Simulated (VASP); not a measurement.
Set up this calculation in VASP 6.6.1, as the native input.

```
Task                   : single point
Functional             : PBE
Potentials or basis    : VASP PAW PBE potentials, release 64 (Cu_sv_GW, Pd_sv_GW, C, N)
Cutoff                 : 820 eV
k mesh                 : 4 × 4 × 4
Occupations            : gaussian, width 0.1 eV
Spin                   : collinear spin
Starting moments       : [1.0, 0.0, 0.0, 0.0, 0.0, 0.0, 0.0, 0.0, 0.0, 0.0] μB
Dipole correction      : no
Further INCAR settings : ALGO = Normal; EDIFF = 1e-06; NBANDS = 52
```

The structure of CuPdC4N4 lies in POSCAR:

```
CuPdC4N4
1.0
    5.9086026500      0.0000000000      0.0000000000
    0.0000000000      5.9086026500      0.0000000000
    0.0000000000      0.0000000000      5.9086026500
Cu Pd C N
1 1 4 4
Direct
    0.0000000000      0.0000000000      0.0000000000
    0.5000000000      0.5000000000      0.5000000000
    0.1873167900      0.1873167900      0.1873167900
    0.1873167900      0.8126832100      0.8126832100
    0.8126832100      0.1873167900      0.8126832100
    0.8126832100      0.8126832100      0.1873167900
    0.3016415900      0.3016415900      0.3016415900
    0.3016415900      0.6983584100      0.6983584100
    0.6983584100      0.3016415900      0.6983584100
    0.6983584100      0.6983584100      0.3016415900
```

The input as run:

INCAR

```
ALGO = Normal ; EDIFF = 1E-6
ENCUT = 820 ; GGA = PE
GGA_COMPAT = False ; ISIF = 2
ISMEAR = 0 ; ISPIN = 2
LASPH = True ; LCHARG = False
LMAXMIX = 4 ; LORBIT = 11
LREAL = False ; LWAVE = False
MAGMOM = 1 0 0 0 0 0 0 0 0 0 ; NBANDS = 52
NELM = 200 ; PREC = Accurate
SIGMA = 0.1
```

KPOINTS

```
k-points
0
Gamma
  4 4 4
```

Potentials or basis: VASP PAW PBE potentials, release 64 (Cu_sv_GW, Pd_sv_GW, C, N).

Run with:

```bash
$ cat potpaw_PBE.64/Cu_sv_GW/POTCAR potpaw_PBE.64/Pd_sv_GW/POTCAR potpaw_PBE.64/C/POTCAR potpaw_PBE.64/N/POTCAR > POTCAR
$ mpirun -np 1 vasp_std > vasp.out
```

It gave:

| Property | Result |
| --- | --- |
| Pressure | 1.9 GPa |
| Largest force | 0.669 eV/Å |
| Band gap on the k mesh | 0.12 eV (least direct gap 0.24 eV) |
| Net moment | 2.93 μB per cell |
| Site moments | Cu +0.38; Pd +1.32; C +0.07; N +0.13 μB |
| Valence electrons inside the program's atomic spheres | Cu 17.70; Pd 15.49; C 2.56; N 3.86 |

Caveat: a cell with one magnetic atom can't hold antiferromagnetic order, which such compounds often take.

It took 12 min on 1 thread of Intel(R) Xeon(R) Platinum 8488C (Sapphire Rapids), with other jobs on the host, peak memory 0.8 GiB.
